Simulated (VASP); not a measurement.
# SiC (P3m1) in VASP: single point with r2SCAN

Aim: the single point of SiC with r2SCAN.

All numbers are computed with VASP 6.6.1; they aren't measurements. Logs are shortened: lines on timing, memory, paths and dates and some standing lists are left out, and cuts for length are marked.

### Step 1. The cell of the first run

It takes space group P3m1 (No. 156, trigonal). The conventional cell has a = 3.076 Å, b = 3.076 Å, c = 9.946 Å, α = 90.00°, β = 90.00°, γ = 120.00°. Si (site symmetry 3m) has 4 C at 1.87 to 1.94 Å within 2.5 Å. Within 2.5 Å of Si (site symmetry 3m) lie 4 C at 1.87 to 1.94 Å. Within 2.4 Å of Si (site symmetry 3m) lie 4 C at 1.79 to 1.87 Å. Si (site symmetry 3m) has 4 C at 1.87 to 1.94 Å within 2.5 Å. Within 2.5 Å of C (site symmetry 3m) lie 4 Si at 1.87 to 1.94 Å. Within 2.5 Å of C (site symmetry 3m) lie 4 Si at 1.87 to 1.94 Å. Within 2.4 Å of C (site symmetry 3m) lie 4 Si at 1.79 to 1.87 Å. C (site symmetry 3m) has 4 Si at 1.87 to 1.94 Å within 2.5 Å.

### Step 2. Single point, r2SCAN

POSCAR

```
SiC
1.0
   -3.0759982064      0.0000000000      0.0000000000
   -1.5379991032     -2.6638925888      0.0000000000
    0.0000000000      0.0000000000      9.9460000000
Si C
4 4
Direct
    0.3333333333      0.3333333333      0.6636094913
    0.3333333333      0.3333333333      0.1560687714
    0.6666666667      0.6666666667      0.9173798512
    0.6666666667      0.6666666667      0.4098391313
    0.3333333333      0.3333333333      0.8590126684
    0.3333333333      0.3333333333      0.3514719485
    0.6666666667      0.6666666667      0.0977015886
    0.6666666667      0.6666666667      0.6052423085
```

INCAR.step1

```
PREC = Accurate ; ENCUT = 520
ISMEAR = 0 ; SIGMA = 0.05
LREAL = F ; LASPH = T
NELM = 80 ; NBANDS = 26
GGA = PE ; ALGO = Normal
EDIFF = 1E-4 ; LWAVE = T
LCHARG = F
```

INCAR.step2

```
PREC = Accurate ; ENCUT = 520
EDIFF = 1E-6 ; ISMEAR = 0
SIGMA = 0.05 ; LREAL = F
LASPH = T ; NELM = 80
ALGO = Normal ; ISIF = 2
LWAVE = F ; LCHARG = F
METAGGA = R2SCAN ; LMIXTAU = T
NBANDS = 26 ; ISTART = 1
```

KPOINTS

```
Automatic mesh
0
Gamma
  8 8 3
```

Potentials or basis: VASP PAW PBE potentials, release 64 (Si, C).

Started as:

```
cat potpaw_PBE.64/Si/POTCAR potpaw_PBE.64/C/POTCAR > POTCAR
cp INCAR.step1 INCAR
mpirun -np 1 vasp_std > vasp.out
cp INCAR.step2 INCAR
mpirun -np 1 vasp_std > vasp.out
```

OUTCAR:

```text
PREC = Accurate
   ENCUT = 520
   EDIFF = 1E-6
   ISMEAR = 0
   LREAL = F
   LASPH = T
   NELM = 80
   ISIF = 2
   METAGGA = R2SCAN
   ISTART = 1

 ion  position               nearest neighbor table
   1  0.333  0.333  0.664-   8 1.87   8 1.87   8 1.87   5 1.94   3 3.09   3 3.09   3 3.09   4 3.09
                             4 3.09   4 3.09
   2  0.333  0.333  0.156-   7 1.87   7 1.87   7 1.87   6 1.94   3 2.96   3 2.96   3 2.96   4 3.09
                             4 3.09   4 3.09
   3  0.667  0.667  0.917-   7 1.79   5 1.87   5 1.87   5 1.87   2 2.96   2 2.96   2 2.96   1 3.09
                             1 3.09   1 3.09
   4  0.667  0.667  0.410-   6 1.87   6 1.87   6 1.87   8 1.94   2 3.09   2 3.09   2 3.09   1 3.09
                             1 3.09   1 3.09
   5  0.333  0.333  0.859-   3 1.87   3 1.87   3 1.87   1 1.94
   6  0.333  0.333  0.351-   4 1.87   4 1.87   4 1.87   2 1.94
   7  0.667  0.667  0.098-   3 1.79   2 1.87   2 1.87   2 1.87
   8  0.667  0.667  0.605-   1 1.87   1 1.87   1 1.87   4 1.94

  LATTYP: Found a hexagonal cell.
 ALAT       =     3.0759982065
 C/A-ratio  =     3.2334219113

  Lattice vectors:

 A1 = (   1.5379991032,   2.6638925888,   0.0000000000)
 A2 = (  -3.0759982064,   0.0000000000,   0.0000000000)
 A3 = (   0.0000000000,   0.0000000000,   9.9460000000)

Analysis of symmetry for initial positions (statically):
=====================================================================
 Subroutine PRICEL returns:
 Original cell was already a primitive cell.

 Routine SETGRP: Setting up the symmetry group for a
 hexagonal supercell.

 Subroutine GETGRP returns: Found  6 space group operations
 (whereof  6 operations were pure point group operations)
 out of a pool of 24 trial point group operations.

The static configuration has the point symmetry C_3v.

Analysis of symmetry for dynamics (positions and initial velocities):
=====================================================================
 Subroutine PRICEL returns:
 Original cell was already a primitive cell.

 Routine SETGRP: Setting up the symmetry group for a
 hexagonal supercell.

 Subroutine GETGRP returns: Found  6 space group operations
 (whereof  6 operations were pure point group operations)
 out of a pool of 24 trial point group operations.

The dynamic configuration has the point symmetry C_3v.

 Subroutine INISYM returns: Found  6 space group operations
 (whereof  6 operations are pure point group operations),
 and found     1 'primitive' translations

[... 104 lines left out ...]
   NELM   =     80;   NELMIN=  2; NELMDL=  0     # of ELM steps
   EDIFF  = 0.1E-05   stopping-criterion for ELM
   LREAL  =      F    real-space projection
   EDIFFG = 0.1E-04   stopping-criterion for IOM
   NSW    =      0    number of steps for IOM
   IBRION =     -1    ionic relax: 0-MD 1-quasi-New 2-CG
   NFREE  =      0    steps in history (QN), initial steepest desc. (CG)
   ISIF   =      2    stress and relaxation
   ISYM   =      2    0-nonsym 1-usesym 2-fastsym
   POTIM  = 0.5000    time-step for ionic-motion
   TEBEG  =    0.0;   TEEND  =   0.0 temperature during run
   PSTRESS=    0.0 pullay stress
   NELECT =      32.0000    total number of electrons
   NUPDOWN=      -1.0000    fix difference up-down
   EMIN   =  10.00;   EMAX   =-10.00  energy-range for DOS
   EFERMI =   0.00;   METHOD = LEGACY
   ISMEAR =     0;   SIGMA  =   0.05  broadening in eV -4-tet -1-fermi 0-gaus
   EFERMI_NEDOS =   21; number of points for ismear=-14 and -15
   IALGO  =     38    algorithm
   IMIX   =      4    mixing-type and parameters
     AMIX     =   0.40;   BMIX     =  1.00
     AMIX_MAG =   1.60;   BMIX_MAG =  1.00
  volume/ion in A,a.u.               =      10.19        68.75
  Fermi-wavevector in a.u.,A,eV,Ry     =   1.198784  2.265374 19.552715  1.437084
  Thomas-Fermi vector in A             =   2.334664
   LORBIT       =      0    0 simple, 1 ext, 2 COOP (PROOUT), +10 PAW based schemes
   METAGGA = R2SCAN    functional components
   LHFCALC =     F    Hartree Fock is set to
   AEXX    =    0.0000 exact exchange contribution
   IVDW    =     0    specifies the selected vdW correction
   LEPSILON=     F    determine dielectric tensor
   LRPA    =     F    only Hartree local field effects (RPA)
 non-spin polarized calculation
 Gauss-broadening in eV      SIGMA  =   0.05
  energy-cutoff  :      520.00
  volume of cell :       81.50
 maximum number of plane-waves:      2208
   NGX = 11   NGY = 11   NGZ = 37

 number of electron      31.9999999 magnetization

 Free energy of the ion-electron system (eV)
  ---------------------------------------------------
  ext. energy  EPLUGINS =         0.00000000
  ---------------------------------------------------
  free energy    TOTEN  =       -77.05521080 eV

  energy without entropy =      -77.05521080  energy(sigma->0) =      -77.05521080

 E-fermi :   8.6743     XC(G=0): -11.9913

 val. band max:        8.4739291089   @ k =   0.0000   0.0000   0.0000
 cond. band min:      11.3691871716   @ k =   0.5000  -0.0000   0.0000
 fundamental gap:      2.8952580628
 Fermi energy:         8.6742602399

 k-point     1 :       0.0000    0.0000    0.0000
  band No.  band energies     occupation
      1      -8.2442      2.00000
      2      -7.0218      2.00000
      3      -6.7274      2.00000
      4      -4.3824      2.00000
      5      -0.6220      2.00000
      6       3.7522      2.00000
[... 685 lines left out ...]
     25      17.8501      0.00000
     26      18.4170      0.00000

 [... further k-points ...]
[... 5 lines left out ...]
  --------------------------------------------------------------------------------------
  -------------------------------------------------------------------------------------
  Total        0.8377154      0.8377154      4.1492600      0.0000000      0.0000000      0.0000000
  in kB       16.4685678     16.4685678     81.5699105      0.0000000      0.0000000      0.0000000
  external PRESSURE =      38.1690154 kB  Pullay stress =       0.0000000 kB

 VOLUME and BASIS-vectors are now :
 -----------------------------------------------------------------------------
  energy-cutoff  :      520.00
  volume of cell :       81.50
      direct lattice vectors                 reciprocal lattice vectors
    -3.075998206  0.000000000  0.000000000    -0.325097719  0.187695255  0.000000000
    -1.537999103 -2.663892589  0.000000000     0.000000000 -0.375390511  0.000000000
     0.000000000  0.000000000  9.946000000     0.000000000  0.000000000  0.100542932

 POSITION                                       TOTAL-FORCE (eV/Angst)
 -----------------------------------------------------------------------------------
     -1.53800     -0.88796      6.60026         0.000000     -0.000000      0.911465
     -1.53800     -0.88796      1.55226        -0.000000      0.000000      1.374732
     -3.07600     -1.77593      9.12426        -0.000000      0.000000     -1.725120
     -3.07600     -1.77593      4.07626        -0.000000     -0.000000      0.926827
     -1.53800     -0.88796      8.54374         0.000000      0.000000     -1.193004
     -1.53800     -0.88796      3.49574         0.000000      0.000000     -0.926491
     -3.07600     -1.77593      0.97174         0.000000      0.000000      1.543551
     -3.07600     -1.77593      6.01974         0.000000      0.000000     -0.911960
 -----------------------------------------------------------------------------------
    total drift:                               -0.000000     -0.000000     -0.000490

  FREE ENERGIE OF THE ION-ELECTRON SYSTEM (eV)
  ---------------------------------------------------
  free  energy   TOTEN  =       -77.0552107993 eV

  energy  without entropy=      -77.0552107993  energy(sigma->0) =      -77.05521080
```

Wall time 85 s (1 thread of Intel Xeon 6975P-C (Granite Rapids), shared host); peak memory 0.22 GiB.

What came out:

```yaml
Free_energy: -77.0552 eV
Pressure: 3.8 GPa
Largest_force: 1.725 eV/Å
Band_gap_on_the_k_mesh: 2.90 eV
```

Forces on the atoms (eV/Å):
```
Si   0.000  0.000  0.911
Si   0.000  0.000  1.375
Si   0.000  0.000 -1.725
Si   0.000  0.000  0.927
C    0.000  0.000 -1.193
C    0.000  0.000 -0.926
C    0.000  0.000  1.544
C    0.000  0.000 -0.912
```

Caveat: the PAW data sets were made with another functional, which shifts forces and pressure a little.
